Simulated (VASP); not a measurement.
# LiF in VASP: further runs, part 2 of 2

VASP 6.6.1. Earlier steps stand in the parts before.

## (4) Single point, PBE

INCAR reads:

```
SYSTEM = LiF
PREC = Accurate
ENCUT = 750
EDIFF = 1E-6
ISMEAR = 0
SIGMA = 0.01
LREAL = .FALSE.
LASPH = .TRUE.
NELM = 120
ALGO = Normal
ISIF = 2
LWAVE = .FALSE.
LCHARG = .FALSE.
GGA = PE
NBANDS = 12
GGA_COMPAT = .FALSE.
```

KPOINTS reads:

```
Automatic mesh
0
G
  6 6 6
  0 0 0
```

POSCAR reads:

```
LiF
1.0
    0.0000000000      2.0417135738      2.0417135738
    2.0417135738      0.0000000000      2.0417135738
    2.0417135738      2.0417135738      0.0000000000
Li F
1 1
Direct
    0.0000000000      0.0000000000      0.0000000000
    0.5000000000      0.5000000000      0.5000000000
```

Potentials or basis: VASP PAW PBE potentials, release 64 (Li_sv, F).

On the command line:

```
$ cat potpaw_PBE.64/Li_sv/POTCAR potpaw_PBE.64/F/POTCAR > POTCAR
$ mpirun -np 1 vasp_std > vasp.out
```

OUTCAR:

```text
SYSTEM = LiF
   PREC = Accurate
   ENCUT = 750
   EDIFF = 1E-6
   ISMEAR = 0
   LREAL = .FALSE.
   LASPH = .TRUE.
   NELM = 120
   ISIF = 2
   GGA = PE

 ion  position               nearest neighbor table
   1  0.000  0.000  0.000-   2 2.04   2 2.04   2 2.04   2 2.04   2 2.04   2 2.04
   2  0.500  0.500  0.500-   1 2.04   1 2.04   1 2.04   1 2.04   1 2.04   1 2.04

  LATTYP: Found a face centered cubic cell.
 ALAT       =     4.0834271476

  Lattice vectors:

 A1 = (   0.0000000000,   2.0417135738,   2.0417135738)
 A2 = (   2.0417135738,   0.0000000000,   2.0417135738)
 A3 = (   2.0417135738,   2.0417135738,   0.0000000000)

Analysis of symmetry for initial positions (statically):
=====================================================================
 Subroutine PRICEL returns:
 Original cell was already a primitive cell.

 Routine SETGRP: Setting up the symmetry group for a
 face centered cubic supercell.

 Subroutine GETGRP returns: Found 48 space group operations
 (whereof 48 operations were pure point group operations)
 out of a pool of 48 trial point group operations.

The static configuration has the point symmetry O_h .

Analysis of symmetry for dynamics (positions and initial velocities):
=====================================================================
 Subroutine PRICEL returns:
 Original cell was already a primitive cell.

 Routine SETGRP: Setting up the symmetry group for a
 face centered cubic supercell.

 Subroutine GETGRP returns: Found 48 space group operations
 (whereof 48 operations were pure point group operations)
 out of a pool of 48 trial point group operations.

The dynamic configuration has the point symmetry O_h .

 Subroutine INISYM returns: Found 48 space group operations
 (whereof 48 operations are pure point group operations),
 and found     1 'primitive' translations

----------------------------------------------------------------------------------------

                                     Primitive cell

  volume of cell :      17.0222

[... 109 lines left out ...]
   LRPA    =     F    only Hartree local field effects (RPA)
 non-spin polarized calculation
 Gauss-broadening in eV      SIGMA  =   0.01
  energy-cutoff  :      750.00
  volume of cell :       17.02
 maximum number of plane-waves:       821
 NGX is ok and might be reduce to    28

 number of electron      10.0000000 magnetization

 number of electron       9.9999998 magnetization

 Free energy of the ion-electron system (eV)
  ---------------------------------------------------
  ext. energy  EPLUGINS =         0.00000000
  ---------------------------------------------------
  free energy    TOTEN  =        -9.64441251 eV

  energy without entropy =       -9.64441251  energy(sigma->0) =       -9.64441251

 E-fermi :  -1.1730     XC(G=0):  -9.7862

 val. band max:       -1.2700187956   @ k =   0.0000   0.0000   0.0000
 cond. band min:       7.4519820865   @ k =   0.0000   0.0000   0.0000
 fundamental gap:      8.7220008822
 Fermi energy:        -1.1729848997

 k-point     1 :       0.0000    0.0000    0.0000
  band No.  band energies     occupation
      1     -42.2722      2.00000
      2     -21.1322      2.00000
      3      -1.2700      2.00000
      4      -1.2700      2.00000
      5      -1.2700      2.00000
      6       7.4520      0.00000
      7      22.1640      0.00000
      8      22.1640      0.00000
      9      22.1640      0.00000
     10      22.6565      0.00000
     11      22.6565      0.00000
     12      22.6565      0.00000
[... 211 lines left out ...]
 k-point    16 :      -0.3333    0.5000    0.1667
  band No.  band energies     occupation
      1     -42.2099      2.00000
      2     -20.5074      2.00000
      3      -3.6763      2.00000
      4      -2.7345      2.00000
      5      -2.0732      2.00000
      6      13.2544      0.00000
      7      13.8748      0.00000
      8      15.7446      0.00000
      9      17.6814      0.00000
     10      22.2061      0.00000
     11      29.6987      0.00000
     12      31.6817      0.00000

------------------------ aborting loop because EDIFF is reached ----------------------------------------

  FORCE on cell =-STRESS in cart. coord.  units (eV):
  Direction    XX          YY          ZZ          XY          YZ          ZX
  --------------------------------------------------------------------------------------
  -------------------------------------------------------------------------------------
  Total       -0.1542250     -0.1542250     -0.1542250     -0.0000000      0.0000000     -0.0000000
  in kB      -14.5161341    -14.5161341    -14.5161341     -0.0000000      0.0000000     -0.0000000
  external PRESSURE =     -14.5161341 kB  Pullay stress =       0.0000000 kB

 VOLUME and BASIS-vectors are now :
 -----------------------------------------------------------------------------
  energy-cutoff  :      750.00
  volume of cell :       17.02
      direct lattice vectors                 reciprocal lattice vectors
     0.000000000  2.041713574  2.041713574    -0.244892333  0.244892333  0.244892333
     2.041713574  0.000000000  2.041713574     0.244892333 -0.244892333  0.244892333
     2.041713574  2.041713574  0.000000000     0.244892333  0.244892333 -0.244892333

 POSITION                                       TOTAL-FORCE (eV/Angst)
 -----------------------------------------------------------------------------------
      0.00000      0.00000      0.00000        -0.000000     -0.000000     -0.000000
      2.04171      2.04171      2.04171         0.000000      0.000000      0.000000
 -----------------------------------------------------------------------------------
    total drift:                                0.000000      0.000000      0.000000

  FREE ENERGIE OF THE ION-ELECTRON SYSTEM (eV)
  ---------------------------------------------------
  free  energy   TOTEN  =        -9.6444125053 eV

  energy  without entropy=       -9.6444125053  energy(sigma->0) =       -9.64441251
```

Wall time 5.7 s (1 thread of Intel Xeon Platinum 8488C (Sapphire Rapids), shared host); peak memory 0.14 GiB.

What came out:

* Free energy: -9.6444 eV
* Pressure: -1.5 GPa
* Band gap on the k mesh: 8.72 eV, direct

Caveat: the k points lie up to 0.44 Å⁻¹ apart.

## (5) Single point, PBE, collinear spin, zero start

INCAR reads:

```
PREC = Accurate
ENCUT = 750
EDIFF = 1E-6
ISMEAR = 0
SIGMA = 0.1
LREAL = F
LASPH = T
NELM = 200
ALGO = Normal
ISIF = 2
LWAVE = F
LCHARG = F
ISPIN = 2
MAGMOM = 0 0
LORBIT = 11
GGA = PE
NBANDS = 16
GGA_COMPAT = F
```

KPOINTS reads:

```
regular mesh
0
Gamma
  4 4 4
```

POSCAR is that of step 4.

On the command line:

```
$ cat potpaw_PBE.64/Li_sv/POTCAR potpaw_PBE.64/F/POTCAR > POTCAR
$ mpirun -np 1 vasp_std > vasp.out
```

It took 7.8 s on 1 thread of Intel Xeon Platinum 8488C (Sapphire Rapids), shared host; peak memory 0.16 GiB.

It converged, with:

| Item | Value |
| --- | --- |
| Free energy | -9.6428 eV |
| Pressure | -1.4 GPa |
| Band gap on the k mesh | 8.72 eV, direct |
| Net moment | 0.00 μB per cell |
| Valence electrons inside the program's atomic spheres | Li 2.06; F 6.13 |

Levels at points of the mesh, in eV from the valence-band top:
Spin up:
```tsv
k point	band 1	band 2	band 3	band 4	band 5	band 6	band 7	band 8	band 9	band 10
(0.00, 0.00, 0.00)	-41.01	-19.86	0.00	0.00	0.00	8.72	23.43	23.43	23.43	23.92
(0.50, 0.00, 0.00)	-40.96	-19.46	-2.40	-0.21	-0.21	10.56	16.25	18.57	18.57	29.61
(0.50, 0.50, 0.00)	-40.94	-19.22	-2.83	-0.94	-0.94	14.43	16.28	16.94	19.76	19.76
```
Spin down:
```csv
k point,band 2,band 3,band 4,band 5,band 6,band 7,band 8,band 9
"(0.00, 0.00, 0.00)",-19.86,0.00,0.00,0.00,8.72,23.43,23.43,23.43
"(0.50, 0.00, 0.00)",-19.46,-2.40,-0.21,-0.21,10.56,16.25,18.57,18.57
"(0.50, 0.50, 0.00)",-19.22,-2.83,-0.94,-0.94,14.43,16.28,16.94,19.76
```

Caveat: the k points lie up to 0.67 Å⁻¹ apart. PBE gaps usually lie below the measured ones, often by a third to a half.

## (6) Single point, LDA

INCAR reads:

```
SYSTEM = LiF
PREC     = Accurate       ! precision mode
ENCUT    = 750            ! plane-wave cutoff, eV
EDIFF    = 1E-6           ! SCF threshold, eV
ISMEAR   = 0              ! smearing method
SIGMA    = 0.1            ! smearing width, eV
LREAL    = .False.        ! projectors in reciprocal space
LASPH    = .True.         ! aspherical terms in the spheres
NELM     = 120            ! most SCF steps
ALGO     = Normal         ! electronic algorithm
ISIF     = 2              ! what is computed and relaxed
LWAVE    = .False.        ! write WAVECAR
LCHARG   = .False.        ! write CHGCAR
NBANDS   = 12             ! bands
GGA_COMPAT= .False.
```

KPOINTS reads:

```
regular mesh
0
Gamma
  6 5 1
  0 0 0
```

POSCAR reads:

```
LiF
1.0
   -0.0042024491      1.9930524767      2.0308512600
    2.0646875398      0.0005628294      2.0260859814
    2.0929503892      2.0165500476     -0.0277000200
Li F
1 1
Direct
    0.0000000000      0.0000000000      0.0000000000
    0.5000000000      0.5000000000      0.5000000000
```

Potentials or basis: VASP PAW LDA potentials, release 64 (Li_sv, F).

On the command line:

```
$ cat potpaw_LDA.64/Li_sv/POTCAR potpaw_LDA.64/F/POTCAR > POTCAR
$ mpirun -np 1 vasp_std > vasp.out
```

It took 6 s on 1 thread of Intel Xeon Platinum 8488C (Sapphire Rapids), shared host; peak memory 0.13 GiB.

It converged, with:

* Free energy: -9.3398 eV
* Pressure: 5.3 GPa
* Band gap on the k mesh: 8.03 eV, direct

Stress tensor (GPa, compression positive):
```
11.06 14.67  0.77
14.67 11.27  0.64
 0.77  0.64 -6.36
```

Levels at points of the mesh, in eV from the valence-band top:
| k point | band 2 | band 3 | band 4 | band 5 | band 6 | band 7 | band 8 | band 9 |
| --- | --- | --- | --- | --- | --- | --- | --- | --- |
| (0.00, 0.00, 0.00) | -19.59 | -0.21 | -0.14 | 0.00 | 8.03 | 21.96 | 22.38 | 22.57 |
| (0.50, 0.00, 0.00) | -19.14 | -2.72 | -0.40 | -0.25 | 9.72 | 15.54 | 17.34 | 17.74 |

Caveat: the k points lie up to 2.63 Å⁻¹ apart.

## (7) The runs side by side

```csv
level,potentials or basis,spin,cell,k mesh,cutoff (eV),smearing,gap on the mesh (eV),pressure (GPa)
PBE,"VASP PAW PBE potentials, release 64 (Li_sv, F)",off,"a = 2.887 Å, angles 60.0°, 2 atoms",10 × 10 × 10,520,gaussian 0.1 eV,8.73,-
PBE,"VASP PAW PBE potentials, release 64 (Li_sv, F)",off,"a = 2.887 Å, angles 60.0°, 2 atoms",6 × 6 × 6,750,gaussian 0.1 eV,8.72,-1.5
PBE,"VASP PAW PBE potentials, release 64 (Li_sv, F)",off,"a = 2.887 Å, angles 60.0°, 2 atoms",6 × 6 × 6,750,gaussian 0.01 eV,8.72,-1.5
PBE,"VASP PAW PBE potentials, release 64 (Li_sv, F)","collinear, zero start","a = 2.887 Å, angles 60.0°, 2 atoms",4 × 4 × 4,750,gaussian 0.1 eV,8.72,-1.4
LDA,"VASP PAW LDA potentials, release 64 (Li_sv, F)",off,"a = 2.845, b = 2.893, c = 2.906 Å, angles 59.5, 61.4, 60.1°, 2 atoms",6 × 5 × 1,750,gaussian 0.1 eV,8.03,5.3
```

Some of these runs hold the atoms at other places in the same cell, which the table doesn't show; runs alike in all that it shows share one row.

Alike in all rows: task single point.

Caveats: some runs use coarse meshes; the cutoff is under 1.25 times the usual one of these potentials, so pressure, stress and relaxed cells hold a basis-set (Pulay) error (some runs).

Absolute energies hang on the potentials; compare differences alone.
